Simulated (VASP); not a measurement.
Wanted: the native input for a VASP 6.6.1 run.

```yaml
Task: single point
Functional: PBEsol
Potentials_or_basis: VASP PAW PBE potentials, release 64 (Si, C)
Cutoff: 520 eV
k_mesh: 2 × 2 × 2
Occupations: fermi-dirac, width 0.02 eV
Spin: collinear spin, ferromagnetic start
Starting_moments: "[0.0, 0.0, 0.0, 0.0, 0.0, 0.0, 0.0, 0.0, 0.0, 0.0, 0.0, 0.0, 0.0, 0.0, 0.0, 0.0, 1.0] μB"
Dipole_correction: no
Further_INCAR_settings: LREAL = Auto; ALGO = Normal; EDIFF = 1e-06; NBANDS = 52
```

The structure of Si16C (a cell with a defect) lies in POSCAR:

```
Si16C
1.0
    0.0000000000      5.4300000000      5.4300000000
    5.4300000000      0.0000000000      5.4300000000
    5.4300000000      5.4300000000      0.0000000000
Si C
16 1
Direct
    0.0338305709      0.0120994475      0.1334622468
    0.2185082873      0.3095948435      0.1303499079
    0.2191988950      0.0447421731      0.4833057090
    0.1281583794      0.4207366483      0.7971823204
   -0.1133885820      0.7420994475     -0.1015285451
    0.1053499079      0.7105801105      0.0392541436
    0.0099539595      0.3461602210      0.5782044199
    0.0160497238      0.7161418048      0.5386095764
    0.4990791897     -0.0523020258     -0.0239594843
    0.5840331492      0.1251381215      0.1131307551
    0.5260957643     -0.0649171271      0.6066298343
    0.6851749540      0.1686003683      0.5982688766
    0.5333517495      0.5210865562     -0.1999079190
    0.4095027624      0.6170349908      0.1197237569
    0.3956445672      0.3501012891      0.4712799263
    0.7758563536      0.5101104972      0.4083977901
    0.9841068140      0.9101473297      0.6259116022
```

One way to write it, as run:

INCAR

```
SYSTEM = Si16C
PREC = Accurate
ENCUT = 520
EDIFF = 1E-6
ISMEAR = -1
SIGMA = 0.02
LREAL = Auto
LASPH = .TRUE.
NELM = 150
ALGO = Normal
ISIF = 2
LWAVE = .FALSE.
LCHARG = .FALSE.
ISPIN = 2
MAGMOM = 0 0 0 0 0 0 0 0 0 0 0 0 0 0 0 0 1
LORBIT = 11
GGA = PS
NBANDS = 52
```

KPOINTS

```
Automatic mesh
0
G
  2 2 2
  0 0 0
```

Potentials or basis: VASP PAW PBE potentials, release 64 (Si, C).

Command:

```sh
$ cat potpaw_PBE.64/Si/POTCAR potpaw_PBE.64/C/POTCAR > POTCAR
$ mpirun -np 1 vasp_std > vasp.out
```

Results of the run:

```json
{
  "Pressure": "-4.5 GPa",
  "Largest force": "3.801 eV/Å",
  "Band gap on the k mesh": "zero (filled and empty bands overlap)",
  "Net moment": "0.00 μB per cell",
  "Valence electrons inside the program's atomic spheres": "Si 1.49, 1.57, 1.61, 1.67, 1.62, 1.64, 1.54, 1.53, 1.55, 1.52, 1.58, 1.60; C 2.42"
}
```

Caveat: the k points lie up to 0.50 Å⁻¹ apart; the PAW data sets were made with another functional, which shifts forces and pressure a little.

It took 14 min on 1 thread of Oxide Virtual Turin-like Processor, with other jobs on the host, peak memory 0.67 GiB.
